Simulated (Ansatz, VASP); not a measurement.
**One calculation of WSe2, two programs**

INCAR

```
ALGO = Normal
EDIFF = 1E-6
ENCUT = 520
GGA = PE
ISIF = 2
ISMEAR = 0
IVDW = 12
LASPH = T
LCHARG = F
LREAL = F
LWAVE = F
NBANDS = 20
NELM = 60
PREC = Accurate
SIGMA = 0.05
```

The input KPOINTS:

```
k-points
0
Gamma
  9 9 4
```

Contents of POSCAR:

```
WSe2
1.0
    3.1480727436      0.0000000000      0.0000000000
   -1.5740363718      2.7263109689      0.0000000000
    0.0000000000      0.0000000000      7.6003920249
W Se
1 2
Direct
    0.0000000000      0.0000000000      0.0000000000
    0.3333333333      0.6666666667      0.2405528385
    0.3333333333      0.6666666667      0.7594471615
```

Input for Ansatz:

```yaml
crystal:
  lattice:
    - [3.1480727436, 0.0, 0.0]
    - [-1.5740363718, 2.7263109689, 0.0]
    - [0.0, 0.0, 7.6003920249]
  atoms:
    - { symbol: W, position: [0.0, 0.0, 0.0] }
    - { symbol: Se, position: [0.3333333333, 0.6666666667, 0.2405528385] }
    - { symbol: Se, position: [0.3333333333, 0.6666666667, 0.7594471615] }
basis:
  ecutwfc: 420
kpoints:
  mp_grid: { grid: [9, 9, 4] }
hamiltonian:
  xc: pbe
  pseudopotentials: { kind: paw, azcp: { folder: soft_1 } }
  dispersion: d3bj
scf:
  occupations: { method: gaussian, width: 0.05 }
output:
  forces: true
  stress: true
  eigenvalues: true
```

Alike in both runs: task single point; functional PBE; dispersion D3(BJ); k mesh 9 × 9 × 4; occupations gaussian, width 0.05 eV; no spin polarisation.

|  | VASP | Ansatz |
| --- | --- | --- |
| version | VASP 6.6.1 | Ansatz 0.2.0 |
| potentials or method | VASP PAW PBE potentials, release 64 (W_sv, Se), cutoff 520 eV | scalar-relativistic, plane waves, PAW |
| valence electrons in the cell | 26 | 46 |

Ansatz gave:

* gap on the k mesh at the Fermi level (eV): 0.95
* least direct gap on the mesh (eV): 1.56
* pressure (GPa): -1.3
* traceless stress, the component that is largest in VASP (GPa): -12.65
* rms of the force components (eV/Å): 0.640

**Question.** What did VASP give for the same quantities?

**Answer.** gap on the k mesh at the Fermi level (eV): 0.95; least direct gap on the mesh (eV): 1.56; pressure (GPa): -1.1; traceless stress, the component that is largest in VASP (GPa): -12.57; rms of the force components (eV/Å): 0.621.

Atom by atom the forces differ by 0.019 eV/Å (rms over components). VASP's potentials hold 26 valence electrons a cell and Ansatz's 46, so a difference there can come from the potentials and not from the codes.

Spin-orbit coupling is off throughout.
